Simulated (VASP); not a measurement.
The system is SiGe4W.

```
Si Ge W
1.0
     2.97103    0.00000    0.00000
     0.00000    2.97103    0.00000
     0.00000    0.00000   11.19578
Si Ge W
1 4 1
Direct
  0.00000 0.00000 0.50000
  0.50000 0.50000 0.36453
  0.50000 0.50000 0.86434
  0.50000 0.50000 0.13566
  0.50000 0.50000 0.63547
  0.00000 0.00000 0.00000
```

- Program: VASP 6.6.1
- Task: relaxation of cell and atoms
- Functional: PBE
- Potentials or basis: VASP PAW PBE potentials, release 64 (Si, Ge_d, W_sv)
- Cutoff: 600 eV
- k mesh: 6 × 6 × 2
- Occupations: gaussian, width 0.1 eV
- Spin: no spin polarisation

At the start: pressure 15.9 GPa; volume 16.47 Å³/atom.

Q: Where does the relaxation end?

A: Over 9 steps the energy falls by 117.2 meV/atom and the volume is 18.68 Å³/atom (+13.4 %); space group P4/mmm (No. 123, to 0.05 Å).

Step by step:
```tsv
step	energy change (eV)	largest force (eV/Å)	pressure (GPa)	volume (Å³)
1	0.0000	0.8957	15.92	98.83
2	-0.1741	1.4621	-9.06	124.06
3	-0.6102	0.7075	-0.35	111.27
4	-0.6833	0.4373	-0.33	111.73
5	-0.6996	0.2104	-0.23	111.99
6	-0.6998	0.1801	-0.26	112.02
7	-0.7026	0.0200	0.49	111.55
8	-0.7027	0.0205	0.30	111.63
9	-0.7033	0.0136	-0.10	112.11
```

Final structure:
```
CELL_PARAMETERS angstrom
3.16090 0.00000 0.00000
0.00000 3.16090 0.00000
0.00000 0.00000 11.22071
ATOMIC_POSITIONS crystal
Si 0.00000 0.00000 0.50000
Ge 0.50000 0.50000 0.36295
Ge 0.50000 0.50000 0.86821
Ge 0.50000 0.50000 0.13179
Ge 0.50000 0.50000 0.63705
W 0.00000 0.00000 0.00000
```
